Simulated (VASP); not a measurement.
# BN in VASP: further runs

The runs below take BN through single point, with PBE.

Program: VASP 6.6.1. These are calculated values, not measurements. Logs are shortened: lines on timing, memory, paths and dates and some standing lists are left out, and cuts for length are marked.

## Step 1: The cell of the first run

It takes space group I-4m2 (No. 119, tetragonal). Conventional cell: a = 2.595 Å, b = 2.595 Å, c = 3.507 Å, α = 90.00°, β = 90.00°, γ = 90.00°. B (site symmetry -4m2) has 4 N at 1.57 Å within 2.1 Å. N (site symmetry -4m2) has 4 B at 1.57 Å within 2.1 Å.

## Step 2: Single point, PBE (z stretched by -3 % at fixed volume)

File INCAR:

```
PREC = Accurate
ENCUT = 520
EDIFF = 1E-7
ISMEAR = -1
SIGMA = 0.03
LREAL = F
LASPH = T
NELM = 60
ALGO = Normal
ISIF = 2
LWAVE = F
LCHARG = F
GGA = PE
NBANDS = 11
```

File KPOINTS:

```
Automatic mesh
0
Gamma
  13 13 13
```

File POSCAR:

```
BN
1.0
    0.0000000000      1.8352381934      1.7532750000
    1.8352381934      0.0000000000      1.7532750000
    1.8352381934      1.8352381934      0.0000000000
B N
1 1
Direct
    0.0000000000      0.0000000000      0.0000000000
    0.7500000000      0.7500000000      0.7500000000
```

Potentials or basis: VASP PAW PBE potentials, release 64 (B, N).

Command:

```
> cat potpaw_PBE.64/B/POTCAR potpaw_PBE.64/N/POTCAR > POTCAR
> mpirun -np 1 vasp_std > vasp.out
```

OUTCAR:

```text
PREC = Accurate
   ENCUT = 520
   EDIFF = 1E-7
   ISMEAR = -1
   LREAL = F
   LASPH = T
   NELM = 60
   ISIF = 2
   GGA = PE

 ion  position               nearest neighbor table
   1  0.000  0.000  0.000-   2 1.57   2 1.57   2 1.57   2 1.57
   2  0.750  0.750  0.750-   1 1.57   1 1.57   1 1.57   1 1.57

  LATTYP: Found a body centered tetragonal cell.
 ALAT       =     2.5954187433
 C/A-ratio  =     1.3510536629

  Lattice vectors:

 A1 = (   0.0000000000,  -1.8352381934,  -1.7532750000)
 A2 = (   0.0000000000,   1.8352381934,  -1.7532750000)
 A3 = (   1.8352381934,   0.0000000000,   1.7532750000)

Analysis of symmetry for initial positions (statically):
=====================================================================
 Subroutine PRICEL returns:
 Original cell was already a primitive cell.

 Routine SETGRP: Setting up the symmetry group for a
 body centered tetragonal supercell.

 Subroutine GETGRP returns: Found  8 space group operations
 (whereof  8 operations were pure point group operations)
 out of a pool of 16 trial point group operations.

The static configuration has the point symmetry D_2d.

Analysis of symmetry for dynamics (positions and initial velocities):
=====================================================================
 Subroutine PRICEL returns:
 Original cell was already a primitive cell.

 Routine SETGRP: Setting up the symmetry group for a
 body centered tetragonal supercell.

 Subroutine GETGRP returns: Found  8 space group operations
 (whereof  8 operations were pure point group operations)
 out of a pool of 16 trial point group operations.

The dynamic configuration has the point symmetry D_2d.

 Subroutine INISYM returns: Found  8 space group operations
 (whereof  8 operations are pure point group operations),
 and found     1 'primitive' translations

----------------------------------------------------------------------------------------

                                     Primitive cell

  volume of cell :      11.8104

  direct lattice vectors                    reciprocal lattice vectors
     0.000000000  1.835238193  1.753275000    -0.272444199  0.272444199  0.285180591
     1.835238193  0.000000000  1.753275000     0.272444199 -0.272444199  0.285180591
     1.835238193  1.835238193  0.000000000     0.272444199  0.272444199 -0.285180591

  length of vectors
     2.538123806  2.538123806  2.595418743     0.479353369  0.479353369  0.479353369

  position of ions in fractional coordinates (direct lattice)
     0.000000000  0.000000000  0.000000000
     0.750000000  0.750000000  0.750000000

  ion indices of the primitive-cell ions
   primitive index   ion index
                 1           1
                 2           2

----------------------------------------------------------------------------------------

 KPOINTS: Automatic mesh

Automatic generation of k-mesh.
 Grid dimensions read from file:
 generate k-points for:   13   13   13

 Generating k-lattice:

  Cartesian coordinates                     Fractional coordinates (reciprocal lattice)
    -0.020957246  0.020957246  0.021936969     0.076923077  0.000000000  0.000000000
     0.020957246 -0.020957246  0.021936969     0.000000000  0.076923077  0.000000000
     0.020957246  0.020957246 -0.021936969    -0.000000000 -0.000000000  0.076923077

  Length of vectors
     0.036873336  0.036873336  0.036873336

  Shift w.r.t. Gamma in fractional coordinates (k-lattice)
     0.000000000  0.000000000  0.000000000

 Subroutine IBZKPT returns following result:
 ===========================================

 Found    196 irreducible k-points:

 Following reciprocal coordinates:
            Coordinates               Weight
  0.000000  0.000000  0.000000      1.000000
  0.076923  0.000000  0.000000      8.000000
  0.153846  0.000000  0.000000      8.000000
  0.230769  0.000000  0.000000      8.000000
  0.307692  0.000000  0.000000      8.000000
  0.384615  0.000000  0.000000      8.000000
[... 16 lines left out ...]
  0.384615  0.153846  0.000000      8.000000
  0.461538  0.153846  0.000000      8.000000
 [... further k-points ...]
   k-points           NKPTS =    196   k-points in BZ     NKDIM =    196   number of bands    NBANDS=     11
   number of dos      NEDOS =    301   number of ions     NIONS =      2
   total plane-waves  NPLWV =   8000
   dimension x,y,z NGX =    20 NGY =   20 NGZ =   20
   dimension x,y,z NGXF=    40 NGYF=   40 NGZF=   40
   ions per type =               1   1
   NGX,Y,Z   is equivalent  to a cutoff of  13.10, 13.10, 12.81 a.u.
   NGXF,Y,Z  is equivalent  to a cutoff of  26.20, 26.20, 25.62 a.u.
 SYSTEM =  unknown system
   PREC   = accura    normal or accurate (medium, high low for compatibility)
   ISTART =      0    job   : 0-new  1-cont  2-samecut
   ICHARG =      2    charge: 1-file 2-atom 10-const
   ISPIN  =      1    spin polarized calculation?
   LNONCOLLINEAR =      F non collinear calculations
   LSORBIT =      F    spin-orbit coupling
   LASPH  =      T    aspherical Exc in radial PAW
   ENCUT  =  520.0 eV  38.22 Ry    6.18 a.u.   4.72  4.72  4.83*2*pi/ulx,y,z
   NELM   =     60;   NELMIN=  2; NELMDL= -5     # of ELM steps
   EDIFF  = 0.1E-06   stopping-criterion for ELM
   LREAL  =      F    real-space projection
   EDIFFG = 0.1E-05   stopping-criterion for IOM
   NSW    =      0    number of steps for IOM
   IBRION =     -1    ionic relax: 0-MD 1-quasi-New 2-CG
   NFREE  =      0    steps in history (QN), initial steepest desc. (CG)
   ISIF   =      2    stress and relaxation
   ISYM   =      2    0-nonsym 1-usesym 2-fastsym
   POTIM  = 0.5000    time-step for ionic-motion
   TEBEG  =    0.0;   TEEND  =   0.0 temperature during run
   PSTRESS=    0.0 pullay stress
   NELECT =       8.0000    total number of electrons
   NUPDOWN=      -1.0000    fix difference up-down
   EMIN   =  10.00;   EMAX   =-10.00  energy-range for DOS
   EFERMI =   0.00;   METHOD = LEGACY
   ISMEAR =    -1;   SIGMA  =   0.03  broadening in eV -4-tet -1-fermi 0-gaus
   EFERMI_NEDOS =   21; number of points for ismear=-14 and -15
   IALGO  =     38    algorithm
   IMIX   =      4    mixing-type and parameters
     AMIX     =   0.40;   BMIX     =  1.00
     AMIX_MAG =   1.60;   BMIX_MAG =  1.00
  volume/ion in A,a.u.               =       5.91        39.85
  Fermi-wavevector in a.u.,A,eV,Ry     =   1.437749  2.716952 28.124920  2.067123
  Thomas-Fermi vector in A             =   2.556793
   LORBIT       =      0    0 simple, 1 ext, 2 COOP (PROOUT), +10 PAW based schemes
   GGA     = PE    functional components
   LHFCALC =     F    Hartree Fock is set to
   AEXX    =    0.0000 exact exchange contribution
   IVDW    =     0    specifies the selected vdW correction
   LEPSILON=     F    determine dielectric tensor
   LRPA    =     F    only Hartree local field effects (RPA)
 non-spin polarized calculation
  energy-cutoff  :      520.00
  volume of cell :       11.81
 maximum number of plane-waves:       328
   NGX =  9   NGY =  9   NGZ =  9

 number of electron       7.9999999 magnetization

 Free energy of the ion-electron system (eV)
  ---------------------------------------------------
  ext. energy  EPLUGINS =         0.00000000
  ---------------------------------------------------
  free energy    TOTEN  =       -17.41960875 eV

  energy without entropy =      -17.41960875  energy(sigma->0) =      -17.41960875

 E-fermi :   8.1693     XC(G=0): -12.8247

 val. band max:        7.6856793011   @ k =   0.0000   0.0000   0.0000
 cond. band min:      11.4478614738   @ k =   0.4615   0.4615   0.0000
 fundamental gap:      3.7621821728
 Fermi energy:         8.1693391171

 k-point     1 :       0.0000    0.0000    0.0000
  band No.  band energies     occupation
      1     -12.8233      2.00000
      2       7.2673      2.00000
      3       7.2673      2.00000
      4       7.6857      2.00000
      5      16.0296      0.00000
      6      16.3534      0.00000
      7      16.3534      0.00000
      8      17.7436      0.00000
      9      32.1726      0.00000
     10      34.0188      0.00000
     11      35.0184      0.00000

 k-point     2 :       0.0769    0.0000    0.0000
  band No.  band energies     occupation
      1     -12.6790      2.00000
      2       6.5834      2.00000
      3       7.0974      2.00000
      4       7.4457      2.00000
      5      16.1769      0.00000
      6      16.5804      0.00000
      7      16.6197      0.00000
      8      18.2305      0.00000
      9      31.9605      0.00000
     10      32.2823      0.00000
     11      33.5075      0.00000

 k-point     3 :       0.1538    0.0000    0.0000
  band No.  band energies     occupation
      1     -12.2506      2.00000
      2       4.7549      2.00000
      3       6.6718      2.00000
      4       7.0652      2.00000
      5      16.4724      0.00000
      6      17.1101      0.00000
      7      17.1878      0.00000
      8      19.4261      0.00000
      9      30.9403      0.00000
     10      31.2399      0.00000
     11      32.3220      0.00000

 k-point     4 :       0.2308    0.0000    0.0000
  band No.  band energies     occupation
      1     -11.5543      2.00000
      2       2.5095      2.00000
      3       6.1561      2.00000
      4       6.6362      2.00000
      5      16.7310      0.00000
      6      17.6194      0.00000
      7      17.8568      0.00000
      8      20.7077      0.00000
      9      30.5902      0.00000
     10      30.5959      0.00000
     11      31.7698      0.00000
[... 239 lines left out ...]
 k-point    22 :       0.3077    0.1538    0.0000
  band No.  band energies     occupation
      1     -10.6938      2.00000
      2       1.7896      2.00000
      3       4.5757      2.00000
      4       5.5067      2.00000
      5      15.2105      0.00000
      6      19.4798      0.00000
      7      19.8083      0.00000
      8      20.1626      0.00000
      9      27.3854      0.00000
     10      34.1847      0.00000
     11      34.7683      0.00000

 k-point    23 :       0.3846    0.1538    0.0000
  band No.  band energies     occupation
      1      -9.7257      2.00000
      2      -0.2583      2.00000
      3       4.2936      2.00000
      4       5.0329      2.00000
      5      15.5696      0.00000
      6      19.9003      0.00000
      7      19.9161      0.00000
      8      20.6447      0.00000
      9      28.0047      0.00000
     10      33.9647      0.00000
     11      35.3250      0.00000

 k-point    24 :       0.4615    0.1538    0.0000
  band No.  band energies     occupation
      1      -8.7437      2.00000
      2      -1.9472      2.00000
      3       4.2316      2.00000
      4       4.5298      2.00000
      5      15.8449      0.00000
      6      19.7431      0.00000
      7      19.9286      0.00000
      8      21.7518      0.00000
      9      28.3876      0.00000
     10      33.9654      0.00000
     11      35.4648      0.00000

 [... further k-points ...]
[... 5 lines left out ...]
  --------------------------------------------------------------------------------------
  -------------------------------------------------------------------------------------
  Total       -0.4069887     -0.4069887      1.5325738      0.0000000      0.0000000     -0.0000000
  in kB      -55.2113014    -55.2113014    207.9060260      0.0000000      0.0000000     -0.0000000
  external PRESSURE =      32.4944744 kB  Pullay stress =       0.0000000 kB

 VOLUME and BASIS-vectors are now :
 -----------------------------------------------------------------------------
  energy-cutoff  :      520.00
  volume of cell :       11.81
      direct lattice vectors                 reciprocal lattice vectors
     0.000000000  1.835238193  1.753275000    -0.272444199  0.272444199  0.285180591
     1.835238193  0.000000000  1.753275000     0.272444199 -0.272444199  0.285180591
     1.835238193  1.835238193  0.000000000     0.272444199  0.272444199 -0.285180591

 POSITION                                       TOTAL-FORCE (eV/Angst)
 -----------------------------------------------------------------------------------
      0.00000      0.00000      0.00000         0.000000      0.000000     -0.000000
      2.75286      2.75286      2.62991        -0.000000     -0.000000      0.000000
 -----------------------------------------------------------------------------------
    total drift:                               -0.000001     -0.000001      0.000002

  FREE ENERGIE OF THE ION-ELECTRON SYSTEM (eV)
  ---------------------------------------------------
  free  energy   TOTEN  =       -17.4196087477 eV

  energy  without entropy=      -17.4196087476  energy(sigma->0) =      -17.41960875
```

Wall time 19 s (1 thread of Intel Xeon Platinum 8259CL at 2.50GHz (Skylake/Cascade Lake), shared host); peak memory 0.14 GiB.

Results:

```
Free energy            : -17.4196 eV
Pressure               : 3.2 GPa
Band gap on the k mesh : 3.76 eV, indirect (least direct gap 8.34 eV)
```

 A k mesh can miss the band edges.

(Continued in part 2 of 2.)
